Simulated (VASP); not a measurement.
# Ge (Imma) in VASP: a series of runs, part 2 of 3

VASP 6.6.1. Earlier steps stand in the parts before.

**3. Single point, PBEsol (atoms displaced along a vibrational mode)**

Input file INCAR:

```
ALGO = Normal
EDIFF = 1E-6
ENCUT = 520
GGA = PS
ISIF = 2
ISMEAR = 0
LASPH = True
LCHARG = False
LREAL = False
LWAVE = False
NBANDS = 21
NELM = 80
PREC = Accurate
SIGMA = 0.15
```

Input file KPOINTS:

```
k-points
0
Gamma
  24 24 24
```

Input file POSCAR:

```
Ge
1.0
   -2.5630127546      2.5630127546      1.3966622730
    2.5630127546     -2.5630127546      1.3966622730
    2.5630127546      2.5630127546     -1.3966622730
Ge
2
Direct
    0.2231502735      0.7231502735      0.5000000000
    0.5268497265      0.5268497265      0.0000000000
```

Potentials or basis: VASP PAW PBE potentials, release 64 (Ge_d).

The run is started by

```sh
> cat potpaw_PBE.64/Ge_d/POTCAR > POTCAR
> mpirun -np 1 vasp_std > vasp.out
```

OUTCAR:

```text
EDIFF = 1E-6
   ENCUT = 520
   GGA = PS
   ISIF = 2
   ISMEAR = 0
   LASPH = True
   LREAL = False
   NELM = 80
   PREC = Accurate

 ion  position               nearest neighbor table
   1  0.223  0.723  0.500-   2 2.62   2 2.62   2 2.70   2 2.70
   2  0.527  0.527  0.000-   1 2.62   1 2.62   1 2.70   1 2.70

  LATTYP: Found a body centered tetragonal cell.
 ALAT       =     5.1260255092
 C/A-ratio  =     0.5449298957

  Lattice vectors:

 A1 = (  -2.5630127546,   2.5630127546,   1.3966622730)
 A2 = (   2.5630127546,  -2.5630127546,   1.3966622730)
 A3 = (   2.5630127546,   2.5630127546,  -1.3966622730)

Analysis of symmetry for initial positions (statically):
=====================================================================
 Subroutine PRICEL returns:
 Original cell was already a primitive cell.

 Routine SETGRP: Setting up the symmetry group for a
 body centered tetragonal supercell.

 Subroutine GETGRP returns: Found  8 space group operations
 (whereof  4 operations were pure point group operations)
 out of a pool of 16 trial point group operations.

The static configuration has the point symmetry C_2v.
 The point group associated with its full space group is D_2h.
[... 159 lines left out ...]
  free energy    TOTEN  =        -9.53399694 eV

  energy without entropy =       -9.52545692  energy(sigma->0) =       -9.52972693

 E-fermi :   6.7542     XC(G=0): -11.5182

 val. band max:        6.7529186679   @ k =   0.2500   0.0000  -0.1667
 cond. band min:       6.7549784637   @ k =   0.1667   0.1250   0.1250
 fundamental gap:      0.0020597959
 Fermi energy:         6.7541739266

 k-point     1 :       0.0000    0.0000    0.0000
  band No.  band energies     occupation
      1     -17.9291      2.00000
      2     -17.8663      2.00000
      3     -17.8438      2.00000
      4     -17.8407      2.00000
      5     -17.7555      2.00000
      6     -17.7407      2.00000
[... 565 lines left out ...]
     20      18.2010      0.00000
     21      19.3777      0.00000

 [... further k-points ...]

------------------------ aborting loop because EDIFF is reached ----------------------------------------

  FORCE on cell =-STRESS in cart. coord.  units (eV):
  Direction    XX          YY          ZZ          XY          YZ          ZX
  --------------------------------------------------------------------------------------
  -------------------------------------------------------------------------------------
  Total       -0.4387351      0.3261894      0.0668844      0.0000000      0.0000000      0.0000000
  in kB      -19.1540228     14.2405728      2.9199958      0.0000000      0.0000000      0.0000000
  external PRESSURE =      -0.6644847 kB  Pullay stress =       0.0000000 kB

 VOLUME and BASIS-vectors are now :
 -----------------------------------------------------------------------------
  energy-cutoff  :      520.00
  volume of cell :       36.70
      direct lattice vectors                 reciprocal lattice vectors
    -2.563012755  2.563012755  1.396662273     0.000000000  0.195082915  0.357996353
     2.563012755 -2.563012755  1.396662273     0.195082915  0.000000000  0.357996353
     2.563012755  2.563012755 -1.396662273     0.195082915  0.195082915  0.000000000

 POSITION                                       TOTAL-FORCE (eV/Angst)
 -----------------------------------------------------------------------------------
      2.56301      0.00000      0.62333        -0.000000      0.000000      0.093839
      0.00000      0.00000      1.47166         0.000000     -0.000000     -0.093839
 -----------------------------------------------------------------------------------
    total drift:                                0.000000      0.000000     -0.000000

  FREE ENERGIE OF THE ION-ELECTRON SYSTEM (eV)
  ---------------------------------------------------
  free  energy   TOTEN  =        -9.5339969442 eV

  energy  without entropy=       -9.5254569181  energy(sigma->0) =       -9.52972693
```

stdout:

```text
POSCAR found type information on POSCAR Ge
 POSCAR found :  1 types and       2 ions
 scaLAPACK will be used
 -----------------------------------------------------------------------------
|                                                                             |
|                                                                             |
|     You enforced a specific xc type in the INCAR file but a different       |
|     I HOPE YOU KNOW WHAT YOU ARE DOING!                                     |
|                                                                             |
 -----------------------------------------------------------------------------

 LDA part: xc-table for (Slater+PW92), standard interpolation
 POSCAR, INCAR and KPOINTS ok, starting setup
 FFT: planning ... GRIDC
 FFT: planning ... GRID_SOFT
 FFT: planning ... GRID
 WAVECAR not read
 entering main loop
```

Wall time 8.3 min (1 thread of Intel Xeon 6975P-C (Granite Rapids), shared host); peak memory 1.1 GiB.

Results:

```
Free energy            : -9.5340 eV
Pressure               : -0.1 GPa
Largest force          : 0.094 eV/Å
Band gap on the k mesh : zero (bands 14 and 15 overlap by 5.60 eV)
```

Forces on the atoms (eV/Å):
```
Ge   0.000  0.000  0.094
Ge   0.000  0.000 -0.094
```

Stress tensor (GPa, compression positive):
```
-1.92  0.00  0.00
 0.00  1.42  0.00
 0.00  0.00  0.29
```

Caveat: the cell differs from its parent crystal (atoms displaced along a vibrational mode); the PAW data sets were made with another functional, which shifts forces and pressure a little.

**4. Single point, PBEsol (atoms displaced along a vibrational mode)**

Input file INCAR:

```
SYSTEM = Ge
  ALGO = Fast
  EDIFF = 1E-6
  ENCUT = 520
  GGA = PS
  ISIF = 2
  ISMEAR = 0
  LASPH = .True.
  LCHARG = .False.
  LREAL = .False.
  LWAVE = .False.
  NBANDS = 21
  NELM = 100
  PREC = Accurate
  SIGMA = 0.15
```

Input file KPOINTS:

```
k-points
0
Gamma
  24 24 24
  0 0 0
```

Input file POSCAR:

```
Ge
1.0
   -2.5630127546      2.5630127546      1.3966622730
    2.5630127546     -2.5630127546      1.3966622730
    2.5630127546      2.5630127546     -1.3966622730
Ge
2
Direct
    0.2097254103      0.7097254103      0.5000000000
    0.5402745897      0.5402745897      0.0000000000
```

Potentials or basis: VASP PAW PBE potentials, release 64 (Ge_d).

The run is started by

```sh
> cat potpaw_PBE.64/Ge_d/POTCAR > POTCAR
> mpirun -np 1 vasp_std > vasp.out
```

OUTCAR:

```text
SYSTEM = Ge
   EDIFF = 1E-6
   ENCUT = 520
   GGA = PS
   ISIF = 2
   ISMEAR = 0
   LASPH = .True.
   LREAL = .False.
   NELM = 100
   PREC = Accurate

 ion  position               nearest neighbor table
   1  0.210  0.710  0.500-   2 2.61   2 2.61   2 2.72   2 2.72
   2  0.540  0.540  0.000-   1 2.61   1 2.61   1 2.72   1 2.72

  LATTYP: Found a body centered tetragonal cell.
 ALAT       =     5.1260255092
 C/A-ratio  =     0.5449298957

  Lattice vectors:

 A1 = (  -2.5630127546,   2.5630127546,   1.3966622730)
 A2 = (   2.5630127546,  -2.5630127546,   1.3966622730)
 A3 = (   2.5630127546,   2.5630127546,  -1.3966622730)

Analysis of symmetry for initial positions (statically):
=====================================================================
 Subroutine PRICEL returns:
 Original cell was already a primitive cell.

 Routine SETGRP: Setting up the symmetry group for a
 body centered tetragonal supercell.

 Subroutine GETGRP returns: Found  8 space group operations
 (whereof  4 operations were pure point group operations)
 out of a pool of 16 trial point group operations.

The static configuration has the point symmetry C_2v.
 The point group associated with its full space group is D_2h.

Analysis of symmetry for dynamics (positions and initial velocities):
=====================================================================
 Subroutine PRICEL returns:
 Original cell was already a primitive cell.

 Routine SETGRP: Setting up the symmetry group for a
 body centered tetragonal supercell.

 Subroutine GETGRP returns: Found  8 space group operations
 (whereof  4 operations were pure point group operations)
 out of a pool of 16 trial point group operations.

The dynamic configuration has the point symmetry C_2v.
 The point group associated with its full space group is D_2h.

 Subroutine INISYM returns: Found  8 space group operations
 (whereof  4 operations are pure point group operations),
 and found     1 'primitive' translations

----------------------------------------------------------------------------------------

                                     Primitive cell

  volume of cell :      36.6989

  direct lattice vectors                    reciprocal lattice vectors
    -2.563012755  2.563012755  1.396662273     0.000000000  0.195082915  0.357996353
     2.563012755 -2.563012755  1.396662273     0.195082915  0.000000000  0.357996353
     2.563012755  2.563012755 -1.396662273     0.195082915  0.195082915  0.000000000

  length of vectors
     3.884421999  3.884421999  3.884421999     0.407699316  0.407699316  0.275888905

  position of ions in fractional coordinates (direct lattice)
     0.209725410  0.709725410  0.500000000
     0.540274590  0.540274590  0.000000000

  ion indices of the primitive-cell ions
   primitive index   ion index
                 1           1
                 2           2

----------------------------------------------------------------------------------------

 KPOINTS: k-points

Automatic generation of k-mesh.
 Grid dimensions read from file:
 generate k-points for:   24   24   24

 Generating k-lattice:

  Cartesian coordinates                     Fractional coordinates (reciprocal lattice)
     0.000000000  0.008128455  0.014916515     0.041666667 -0.000000000  0.000000000
     0.008128455  0.000000000  0.014916515    -0.000000000  0.041666667  0.000000000
     0.008128455  0.008128455  0.000000000     0.000000000  0.000000000  0.041666667

  Length of vectors
     0.016987472  0.016987472  0.011495371

  Shift w.r.t. Gamma in fractional coordinates (k-lattice)
     0.000000000  0.000000000  0.000000000

 Subroutine IBZKPT returns following result:
 ===========================================

 Found   1963 irreducible k-points:

 Following reciprocal coordinates:
            Coordinates               Weight
  0.000000  0.000000  0.000000      1.000000
  0.041667  0.000000 -0.000000      4.000000
  0.041667  0.000000 -0.041667      4.000000
  0.083333 -0.000000  0.000000      4.000000
  0.083333 -0.000000 -0.083333      4.000000
  0.125000  0.000000 -0.000000      4.000000
[... 16 lines left out ...]
  0.458333  0.000000 -0.458333      4.000000
  0.500000  0.000000 -0.000000      2.000000
 [... further k-points ...]
   k-points           NKPTS =   1963   k-points in BZ     NKDIM =   1963   number of bands    NBANDS=     21
   number of dos      NEDOS =    301   number of ions     NIONS =      2
   total plane-waves  NPLWV =  27000
   dimension x,y,z NGX =    30 NGY =   30 NGZ =   30
   dimension x,y,z NGXF=    60 NGYF=   60 NGZF=   60
   ions per type =               2
   NGX,Y,Z   is equivalent  to a cutoff of  12.84, 12.84, 12.84 a.u.
   NGXF,Y,Z  is equivalent  to a cutoff of  25.68, 25.68, 25.68 a.u.
 SYSTEM =  Ge
   PREC   = accura    normal or accurate (medium, high low for compatibility)
   ISTART =      0    job   : 0-new  1-cont  2-samecut
   ICHARG =      2    charge: 1-file 2-atom 10-const
   ISPIN  =      1    spin polarized calculation?
   LNONCOLLINEAR =      F non collinear calculations
   LSORBIT =      F    spin-orbit coupling
   LASPH  =      T    aspherical Exc in radial PAW
   ENCUT  =  520.0 eV  38.22 Ry    6.18 a.u.   7.22  7.22  7.22*2*pi/ulx,y,z
   NELM   =    100;   NELMIN=  2; NELMDL= -5     # of ELM steps
   EDIFF  = 0.1E-05   stopping-criterion for ELM
   LREAL  =      F    real-space projection
   EDIFFG = 0.1E-04   stopping-criterion for IOM
   NSW    =      0    number of steps for IOM
   IBRION =     -1    ionic relax: 0-MD 1-quasi-New 2-CG
   NFREE  =      0    steps in history (QN), initial steepest desc. (CG)
   ISIF   =      2    stress and relaxation
   ISYM   =      2    0-nonsym 1-usesym 2-fastsym
   POTIM  = 0.5000    time-step for ionic-motion
   TEBEG  =    0.0;   TEEND  =   0.0 temperature during run
   PSTRESS=    0.0 pullay stress
   NELECT =      28.0000    total number of electrons
   NUPDOWN=      -1.0000    fix difference up-down
   EMIN   =  10.00;   EMAX   =-10.00  energy-range for DOS
   EFERMI =   0.00;   METHOD = LEGACY
   ISMEAR =     0;   SIGMA  =   0.15  broadening in eV -4-tet -1-fermi 0-gaus
   EFERMI_NEDOS =   21; number of points for ismear=-14 and -15
   IALGO  =     68    algorithm
   IMIX   =      4    mixing-type and parameters
     AMIX     =   0.40;   BMIX     =  1.00
     AMIX_MAG =   1.60;   BMIX_MAG =  1.00
  volume/ion in A,a.u.               =      18.35       123.83
  Fermi-wavevector in a.u.,A,eV,Ry     =   1.495925  2.826889 30.447010  2.237792
  Thomas-Fermi vector in A             =   2.608007
   LORBIT       =      0    0 simple, 1 ext, 2 COOP (PROOUT), +10 PAW based schemes
   GGA     = PS    functional components
   LHFCALC =     F    Hartree Fock is set to
   AEXX    =    0.0000 exact exchange contribution
   IVDW    =     0    specifies the selected vdW correction
   LEPSILON=     F    determine dielectric tensor
   LRPA    =     F    only Hartree local field effects (RPA)
 non-spin polarized calculation
 RMM-DIIS sequential band-by-band and
 Gauss-broadening in eV      SIGMA  =   0.15
  energy-cutoff  :      520.00
  volume of cell :       36.70
 maximum number of plane-waves:      1006
 NGX is ok and might be reduce to    30
   NGX = 15   NGY = 15   NGZ = 15

 number of electron      28.0000012 magnetization

 Free energy of the ion-electron system (eV)
  ---------------------------------------------------
  ext. energy  EPLUGINS =         0.00000000
  ---------------------------------------------------
  free energy    TOTEN  =        -9.52556624 eV

  energy without entropy =       -9.51682115  energy(sigma->0) =       -9.52119369

 E-fermi :   6.7590     XC(G=0): -11.5185

 val. band max:        6.7572998613   @ k =  -0.4583   0.0000  -0.3333
 cond. band min:       6.7594626739   @ k =   0.2083  -0.2083   0.2917
 fundamental gap:      0.0021628126
 Fermi energy:         6.7590416744

 k-point     1 :       0.0000    0.0000    0.0000
  band No.  band energies     occupation
      1     -17.9382      2.00000
      2     -17.8627      2.00000
      3     -17.8461      2.00000
      4     -17.8439      2.00000
      5     -17.7673      2.00000
      6     -17.7494      2.00000
[... 13 lines left out ...]
     20      18.2469      0.00000
     21      19.4648      0.00000
[... 529 lines left out ...]
 k-point    24 :       0.5000    0.0000   -0.0000
  band No.  band energies     occupation
      1     -17.8464      2.00000
      2     -17.8182      2.00000
      3     -17.8142      2.00000
      4     -17.7893      2.00000
      5     -17.7781      2.00000
      6     -17.7583      2.00000
[... 13 lines left out ...]
     20      18.0742      0.00000
     21      19.4151      0.00000

 [... further k-points ...]

------------------------ aborting loop because EDIFF is reached ----------------------------------------

  FORCE on cell =-STRESS in cart. coord.  units (eV):
  Direction    XX          YY          ZZ          XY          YZ          ZX
  --------------------------------------------------------------------------------------
  -------------------------------------------------------------------------------------
  Total       -0.5365963      0.5877526      0.0614205      0.0000000      0.0000000      0.0000000
  in kB      -23.4263877     25.6597389      2.6814569      0.0000000      0.0000000      0.0000000
  external PRESSURE =       1.6382694 kB  Pullay stress =       0.0000000 kB

 VOLUME and BASIS-vectors are now :
 -----------------------------------------------------------------------------
  energy-cutoff  :      520.00
  volume of cell :       36.70
      direct lattice vectors                 reciprocal lattice vectors
    -2.563012755  2.563012755  1.396662273     0.000000000  0.195082915  0.357996353
     2.563012755 -2.563012755  1.396662273     0.195082915  0.000000000  0.357996353
     2.563012755  2.563012755 -1.396662273     0.195082915  0.195082915  0.000000000

 POSITION                                       TOTAL-FORCE (eV/Angst)
 -----------------------------------------------------------------------------------
      2.56301      0.00000      0.58583         0.000000     -0.000000      0.128876
      0.00000      0.00000      1.50916        -0.000000      0.000000     -0.128876
 -----------------------------------------------------------------------------------
    total drift:                                0.000000     -0.000000      0.000000

  FREE ENERGIE OF THE ION-ELECTRON SYSTEM (eV)
  ---------------------------------------------------
  free  energy   TOTEN  =        -9.5255662365 eV

  energy  without entropy=       -9.5168211471  energy(sigma->0) =       -9.52119369
```

OSZICAR:

```text
N       E                     dE             d eps       ncg     rms          rms(c)
DAV:   1     0.175193010196E+03    0.17519E+03   -0.14040E+04 93867   0.385E+03
DAV:   2     0.142009102840E+02   -0.16099E+03   -0.15607E+03 83021   0.593E+02
DAV:   3    -0.892644988921E+01   -0.23127E+02   -0.22938E+02 93640   0.133E+02
DAV:   4    -0.956382847637E+01   -0.63738E+00   -0.63695E+00 92735   0.257E+01
DAV:   5    -0.957312819603E+01   -0.92997E-02   -0.92995E-02 92934   0.338E+00    0.221E+00
RMM:   6    -0.953895549398E+01    0.34173E-01   -0.30157E-02104026   0.232E+00    0.123E+00
RMM:   7    -0.952589955504E+01    0.13056E-01   -0.22506E-02105392   0.168E+00    0.124E-01
RMM:   8    -0.952548972703E+01    0.40983E-03   -0.31038E-03106793   0.829E-01    0.575E-02
RMM:   9    -0.952555406359E+01   -0.64337E-04   -0.60621E-04112466   0.224E-01    0.386E-02
RMM:  10    -0.952556362889E+01   -0.95653E-05   -0.14946E-04107908   0.172E-01    0.689E-03
RMM:  11    -0.952556436020E+01   -0.73132E-06   -0.50046E-05107822   0.849E-02    0.794E-03
RMM:  12    -0.952556644702E+01   -0.20868E-05   -0.18992E-05 86397   0.420E-02    0.104E-02
RMM:  13    -0.952556623645E+01    0.21056E-06   -0.25223E-06 60849   0.180E-02
   1 F= -.95255662E+01 E0= -.95211937E+01  d E =-.874509E-02
```

Run time: 18 min. Hardware: 1 thread of Oxide Virtual Turin-like, shared host; peak memory 1.1 GiB.

What came out:

```yaml
Free_energy: -9.5256 eV
Pressure: 0.2 GPa
Largest_force: 0.129 eV/Å
Band_gap_on_the_k_mesh: zero (bands 14 and 15 overlap by 5.61 eV)
```

Forces on the atoms (eV/Å):
```
Ge   0.000  0.000  0.129
Ge   0.000  0.000 -0.129
```

Stress tensor (GPa, compression positive):
```
-2.34  0.00  0.00
 0.00  2.57  0.00
 0.00  0.00  0.27
```

Caveat: the cell differs from its parent crystal (atoms displaced along a vibrational mode); the PAW data sets were made with another functional, which shifts forces and pressure a little.

(Part 2 of 3 ends here.)
